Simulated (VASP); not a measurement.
# Cr in VASP: single point with PBEsol

Aim: the single point of Cr with PBEsol.

All numbers are computed with VASP 6.6.1; they aren't measurements. Logs are shortened: lines on timing, memory, paths and dates and some standing lists are left out, and cuts for length are marked.

## 1. The cell of the first run

The typed cell holds 2 atoms: a = 2.729 Å, b = 2.729 Å, c = 4.200 Å, α = 97.16°, β = 97.16°, γ = 128.05°.

## 2. Single point, PBEsol, collinear spin, ferromagnetic start (11.80 Å³/atom)

Contents of INCAR:

```
SYSTEM = Cr
PREC = Accurate
ENCUT = 520
EDIFF = 1E-6
ISMEAR = -1
SIGMA = 0.05
LREAL = .False.
LASPH = .True.
NELM = 150
ALGO = Normal
ISIF = 2
LWAVE = .False.
LCHARG = .False.
ISPIN = 2
MAGMOM = 1.5 1.5
LORBIT = 11
LMAXMIX = 4
GGA = PS
NBANDS = 23
```

Contents of KPOINTS:

```
regular mesh
0
Gamma
  17 17 9
  0 0 0
```

Contents of POSCAR:

```
Cr
1.0
   -1.7345452139      1.7344269110      1.1949793095
    1.7344269110     -1.7345452139      1.1949793095
    2.8469228565      2.8469228565     -1.1951959814
Cr
2
Direct
    0.9999662114      0.0000337886      0.0000000000
    0.7500337886      0.2499662114      0.5000000000
```

Potentials or basis: VASP PAW PBE potentials, release 64 (Cr_pv).

Started as:

```bash
cat potpaw_PBE.64/Cr_pv/POTCAR > POTCAR
mpirun -np 1 vasp_std > vasp.out
```

OUTCAR:

```text
SYSTEM = Cr
   PREC = Accurate
   ENCUT = 520
   EDIFF = 1E-6
   ISMEAR = -1
   LREAL = .False.
   LASPH = .True.
   NELM = 150
   ISIF = 2
   ISPIN = 2
   LORBIT = 11
   GGA = PS

 ion  position               nearest neighbor table
   1  1.000  0.000  0.000-   2 2.43   2 2.43   2 2.43   2 2.43   2 2.96   2 2.96   2 2.96   2 2.96

   2  0.750  0.250  0.500-   1 2.43   1 2.43   1 2.43   1 2.43   1 2.96   1 2.96   1 2.96   1 2.96

  Warning from LATTYP: Got some problem with cell dimensions!
  Tried to take original basis but could not verify dimensions!
  LATTYP: Found a base centered monoclinic cell.
 ALAT       =     2.3899586249
 B/A-ratio  =     2.0526997311
 C/A-ratio  =     1.7571558365
 COS(beta)  =    -0.2844320372

  Lattice vectors:

 A1 = (   1.7345452139,  -1.7344269110,  -1.1949793095)
 A2 = (  -1.7344269110,   1.7345452139,  -1.1949793095)
 A3 = (   2.8468045536,   2.8468045536,   1.1947626376)

Analysis of symmetry for initial positions (statically):
=====================================================================
 Subroutine PRICEL returns:
 Original cell was already a primitive cell.

 Routine SETGRP: Setting up the symmetry group for a
 base centered monoclinic supercell.

 Subroutine GETGRP returns: Found  4 space group operations
 (whereof  2 operations were pure point group operations)
 out of a pool of  4 trial point group operations.

The static configuration has the point symmetry C_2 .
 The point group associated with its full space group is C_2h.

Analysis of symmetry for dynamics (positions and initial velocities):
=====================================================================
 Subroutine PRICEL returns:
 Original cell was already a primitive cell.

 Routine SETGRP: Setting up the symmetry group for a
 base centered monoclinic supercell.

 Subroutine GETGRP returns: Found  4 space group operations
 (whereof  2 operations were pure point group operations)
 out of a pool of  4 trial point group operations.

The dynamic configuration has the point symmetry C_2 .
 The point group associated with its full space group is C_2h.

Analysis of structural, dynamic, and magnetic symmetry:
=====================================================================
 Subroutine PRICEL returns:
 Original cell was already a primitive cell.

 Routine SETGRP: Setting up the symmetry group for a
 base centered monoclinic supercell.

 Subroutine GETGRP returns: Found  4 space group operations
 (whereof  2 operations were pure point group operations)
 out of a pool of  4 trial point group operations.

The overall configuration has the point symmetry C_2 .
 The point group associated with its full space group is C_2h.

 Subroutine INISYM returns: Found  4 space group operations
 (whereof  2 operations are pure point group operations),
 and found     1 'primitive' translations

----------------------------------------------------------------------------------------

                                     Primitive cell

  volume of cell :      23.6025

  direct lattice vectors                    reciprocal lattice vectors
    -1.734545214  1.734426911  1.194979310    -0.056303056  0.231966773  0.418425982
     1.734426911 -1.734545214  1.194979310     0.231966773 -0.056303056  0.418425982
     2.846922856  2.846922856 -1.195195981     0.175631872  0.175631872  0.000017388

  length of vectors
     2.728526958  2.728526958  4.199813441     0.481724942  0.481724942  0.248380976

  position of ions in fractional coordinates (direct lattice)
     0.999966211  0.000033789  1.000000000
     0.750033789  0.249966211  0.500000000

  ion indices of the primitive-cell ions
   primitive index   ion index
                 1           1
                 2           2

----------------------------------------------------------------------------------------

 KPOINTS: regular mesh

Automatic generation of k-mesh.
 Grid dimensions read from file:
 generate k-points for:   17   17    9

 Generating k-lattice:

  Cartesian coordinates                     Fractional coordinates (reciprocal lattice)
    -0.003311944  0.013645104  0.024613293     0.058823529  0.000000000 -0.000000000
     0.013645104 -0.003311944  0.024613293     0.000000000  0.058823529 -0.000000000
     0.019514652  0.019514652  0.000001932    -0.000000000 -0.000000000  0.111111111

  Length of vectors
     0.028336761  0.028336761  0.027597886

  Shift w.r.t. Gamma in fractional coordinates (k-lattice)
     0.000000000  0.000000000  0.000000000

 Subroutine IBZKPT returns following result:
 ===========================================

 Found    693 irreducible k-points:

 Following reciprocal coordinates:
            Coordinates               Weight
  0.000000  0.000000  0.000000      1.000000
  0.058824  0.000000  0.000000      4.000000
  0.117647  0.000000 -0.000000      4.000000
  0.176471  0.000000 -0.000000      4.000000
  0.235294  0.000000 -0.000000      4.000000
  0.294118  0.000000  0.000000      4.000000
[... 16 lines left out ...]
 -0.176471  0.058824  0.000000      4.000000
 -0.117647  0.058824  0.000000      4.000000
 [... further k-points ...]
   k-points           NKPTS =    693   k-points in BZ     NKDIM =    693   number of bands    NBANDS=     23
   number of dos      NEDOS =    301   number of ions     NIONS =      2
   total plane-waves  NPLWV =  12800
   dimension x,y,z NGX =    20 NGY =   20 NGZ =   32
   dimension x,y,z NGXF=    40 NGYF=   40 NGZF=   64
   ions per type =               2
   NGX,Y,Z   is equivalent  to a cutoff of  12.19, 12.19, 12.67 a.u.
   NGXF,Y,Z  is equivalent  to a cutoff of  24.37, 24.37, 25.33 a.u.
 SYSTEM =  Cr
   PREC   = accura    normal or accurate (medium, high low for compatibility)
   ISTART =      0    job   : 0-new  1-cont  2-samecut
   ICHARG =      2    charge: 1-file 2-atom 10-const
   ISPIN  =      2    spin polarized calculation?
   LNONCOLLINEAR =      F non collinear calculations
   LSORBIT =      F    spin-orbit coupling
   LASPH  =      T    aspherical Exc in radial PAW
   ENCUT  =  520.0 eV  38.22 Ry    6.18 a.u.   5.07  5.07  7.81*2*pi/ulx,y,z
   NELM   =    150;   NELMIN=  2; NELMDL= -5     # of ELM steps
   EDIFF  = 0.1E-05   stopping-criterion for ELM
   LREAL  =      F    real-space projection
[... 7 lines left out ...]
   TEBEG  =    0.0;   TEEND  =   0.0 temperature during run
   PSTRESS=    0.0 pullay stress
   NELECT =      24.0000    total number of electrons
   NUPDOWN=      -1.0000    fix difference up-down
   EMIN   =  10.00;   EMAX   =-10.00  energy-range for DOS
   EFERMI =   0.00;   METHOD = LEGACY
   ISMEAR =    -1;   SIGMA  =   0.05  broadening in eV -4-tet -1-fermi 0-gaus
   EFERMI_NEDOS =   21; number of points for ismear=-14 and -15
   IALGO  =     38    algorithm
   IMIX   =      4    mixing-type and parameters
     AMIX     =   0.40;   BMIX     =  1.00
     AMIX_MAG =   1.60;   BMIX_MAG =  1.00
  volume/ion in A,a.u.               =      11.80        79.64
  Fermi-wavevector in a.u.,A,eV,Ry     =   1.646238  3.110939 36.873143  2.710100
  Thomas-Fermi vector in A             =   2.735900
   LORBIT       =     11    0 simple, 1 ext, 2 COOP (PROOUT), +10 PAW based schemes
   GGA     = PS    functional components
   LHFCALC =     F    Hartree Fock is set to
   AEXX    =    0.0000 exact exchange contribution
   IVDW    =     0    specifies the selected vdW correction
   LEPSILON=     F    determine dielectric tensor
   LRPA    =     F    only Hartree local field effects (RPA)
 spin polarized calculation
  energy-cutoff  :      520.00
  volume of cell :       23.60
 maximum number of plane-waves:       654
   NGX = 11   NGY = 11   NGZ = 15

 number of electron      24.0000003 magnetization      -0.0062538

 number of electron      24.0000003 magnetization       0.0008019

 Free energy of the ion-electron system (eV)
  ---------------------------------------------------
  ext. energy  EPLUGINS =         0.00000000
  ---------------------------------------------------
  free energy    TOTEN  =       -20.06013313 eV

  energy without entropy =      -20.04619752  energy(sigma->0) =      -20.05316532

 E-fermi :  10.3534     XC(G=0): -13.6886

 val. band max:       10.3512675883   @ k =  -0.1765  -0.1765   0.2222
 cond. band min:      10.3566962568   @ k =  -0.2353  -0.2353   0.1111
 fundamental gap:      0.0054286685
 Fermi energy:        10.3534262746

 spin component 1

 k-point     1 :       0.0000    0.0000    0.0000
  band No.  band energies     occupation
      1     -32.9254      1.00000
      2     -32.3569      1.00000
      3     -32.0985      1.00000
      4     -31.9927      1.00000
      5     -31.9878      1.00000
      6     -31.9208      1.00000
[... 15 lines left out ...]
     22      26.5919      0.00000
     23      31.5447      0.00000
[... 575 lines left out ...]
      1     -32.8960      1.00000
      2     -32.3808      1.00000
      3     -32.1374      1.00000
      4     -32.0334      1.00000
      5     -32.0193      1.00000
      6     -31.9274      1.00000
[... 15 lines left out ...]
     22      25.7759      0.00000
     23      31.0400      0.00000

 [... further k-points ...]

 spin component 2

 k-point     1 :       0.0000    0.0000    0.0000
  band No.  band energies     occupation
      1     -32.9252      1.00000
      2     -32.3568      1.00000
      3     -32.0984      1.00000
      4     -31.9926      1.00000
      5     -31.9878      1.00000
      6     -31.9206      1.00000
[... 15 lines left out ...]
     22      26.5922      0.00000
     23      31.5448      0.00000
[... 575 lines left out ...]
      1     -32.8958      1.00000
      2     -32.3807      1.00000
      3     -32.1373      1.00000
      4     -32.0334      1.00000
      5     -32.0193      1.00000
      6     -31.9272      1.00000
[... 15 lines left out ...]
     22      25.7762      0.00000
     23      31.0401      0.00000

 [... further k-points ...]

------------------------ aborting loop because EDIFF is reached ----------------------------------------

  FORCE on cell =-STRESS in cart. coord.  units (eV):
  Direction    XX          YY          ZZ          XY          YZ          ZX
  --------------------------------------------------------------------------------------
  -------------------------------------------------------------------------------------
  Total       -1.5204845     -1.5204845     -1.4862750     -0.0512136      0.0004038      0.0004038
  in kB     -103.2130762   -103.2130762   -100.8908730     -3.4764683      0.0274128      0.0274099
  external PRESSURE =    -102.4390085 kB  Pullay stress =       0.0000000 kB

 VOLUME and BASIS-vectors are now :
 -----------------------------------------------------------------------------
  energy-cutoff  :      520.00
  volume of cell :       23.60
      direct lattice vectors                 reciprocal lattice vectors
    -1.734545214  1.734426911  1.194979310    -0.056303056  0.231966773  0.418425982
     1.734426911 -1.734545214  1.194979310     0.231966773 -0.056303056  0.418425982
     2.846922856  2.846922856 -1.195195981     0.175631872  0.175631872  0.000017388

 POSITION                                       TOTAL-FORCE (eV/Angst)
 -----------------------------------------------------------------------------------
     -1.73443      1.73431      1.19498         0.000091     -0.000091      0.000000
      0.55604      2.29076      0.59738        -0.000091      0.000091     -0.000000
 -----------------------------------------------------------------------------------
    total drift:                               -0.000000      0.000000     -0.000000

  FREE ENERGIE OF THE ION-ELECTRON SYSTEM (eV)
  ---------------------------------------------------
  free  energy   TOTEN  =       -20.0601331301 eV

  energy  without entropy=      -20.0461975166  energy(sigma->0) =      -20.05316532

 total charge

# of ion       s       p       d       tot
------------------------------------------
    1        0.429   6.388   4.228  11.045
    2        0.429   6.388   4.228  11.045
--------------------------------------------------
tot          0.857  12.777   8.455  22.089

 magnetization (x)

# of ion       s       p       d       tot
------------------------------------------
    1        0.000   0.000   0.000   0.000
    2        0.000   0.000   0.000   0.000
--------------------------------------------------
tot          0.000   0.000   0.000   0.000
```

It took 13 min on 1 thread of Oxide Virtual Turin-like, shared host; peak memory 0.52 GiB.

Results:

| Quantity | Value |
| --- | --- |
| Free energy | -20.0601 eV |
| Pressure | -10.2 GPa |
| Band gap on the k mesh | zero (filled and empty bands overlap) |
| Net moment | 0.00 μB per cell |
| Valence electrons inside the program's atomic spheres | Cr 11.04 |

Levels at points of the mesh, in eV from the Fermi level:
Spin up:
| k point | band 8 | band 9 | band 10 | band 11 | band 12 | band 13 | band 14 | band 15 | band 16 | band 17 |
| --- | --- | --- | --- | --- | --- | --- | --- | --- | --- | --- |
| (0.00, 0.00, 0.00) | -4.07 | -1.69 | -1.48 | -0.72 | 0.43 | 0.75 | 0.76 | 1.42 | 1.53 | 1.57 |
Spin down:
```csv
k point,band 9,band 10,band 11,band 12,band 13,band 14,band 15,band 16
"(0.00, 0.00, 0.00)",-1.69,-1.48,-0.72,0.43,0.75,0.76,1.42,1.53
```

Caveat: the cell stands under tension; an empty level that is flat over the whole mesh can mark a ghost state of the potentials, or a narrow d or f band; the moments typed at the start vanished in this run; the PAW data sets were made with another functional, which shifts forces and pressure a little.
